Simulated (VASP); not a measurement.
# Si4C5: single point with PBE

The system is Si4C5, a slab with vacuum.

```
C Si
1.0
     3.09201    0.00000    0.00000
    -1.54601    2.67776    0.00000
     0.00000    0.00000   25.23371
C Si
5 4
Direct
  0.33333 0.66667 0.15852
  0.66667 0.33333 0.25905
  0.33333 0.66667 0.36079
  0.66667 0.33333 0.46236
  0.77778 0.22222 0.60093
  0.66667 0.33333 0.18348
  0.33333 0.66667 0.28401
  0.66667 0.33333 0.38429
  0.33333 0.66667 0.48482
```

| Item | Value |
| --- | --- |
| Program | VASP 6.6.1 |
| Task | single point |
| Functional | PBE |
| Potentials or basis | VASP PAW PBE potentials, release 64 (C, Si) |
| Cutoff | 520 eV |
| k mesh | 9 × 9 × 1 |
| Occupations | gaussian, width 0.05 eV |
| Spin | collinear spin |
| Starting moments | [0.0, 0.0, 0.0, 0.0, 2.0, 0.0, 0.0, 0.0, 0.0] μB |

```yaml
Largest_force: 2.835 eV/Å
Net_moment: 0.62 μB per cell
Site_moments: C -0.00, +0.01, -0.01, +0.41 (each value once); Si -0.00, -0.01, -0.06 (each value once) μB
Valence_electrons_inside_the_program's_atomic_spheres: C 2.39, 2.53, 2.52, 1.94 (each value once); Si 1.66, 1.65, 1.61 (each value once)
```

Forces on the atoms (eV/Å):
```
C    0.002 -0.001  2.355
C   -0.002  0.001  1.111
C   -0.015  0.009 -0.061
C   -0.077  0.045 -0.379
C    0.120 -0.070 -1.145
Si  -0.004  0.003 -2.835
Si  -0.009  0.005 -0.599
Si  -0.048  0.027  0.201
Si   0.034 -0.020  1.353
```

Levels at points of the mesh, in eV from the Fermi level:
Spin up:
```
           k point  band 15  band 16  band 17  band 18  band 19  band 20  band 21  band 22
(0.00, 0.00, 0.00)    -1.25    -0.39     0.17     0.18     1.87     2.05     2.10     3.80
```
Spin down:
```tsv
k point	band 15	band 16	band 17	band 18	band 19	band 20	band 21	band 22
(0.00, 0.00, 0.00)	-0.77	-0.17	0.18	0.18	2.24	2.79	2.84	3.77
```

Run time: 18 min on 1 × NVIDIA H100 80GB with 1 thread of AMD EPYC 7R13 Processor (Zen 3), with other jobs on the host, peak memory 1.5 GiB.
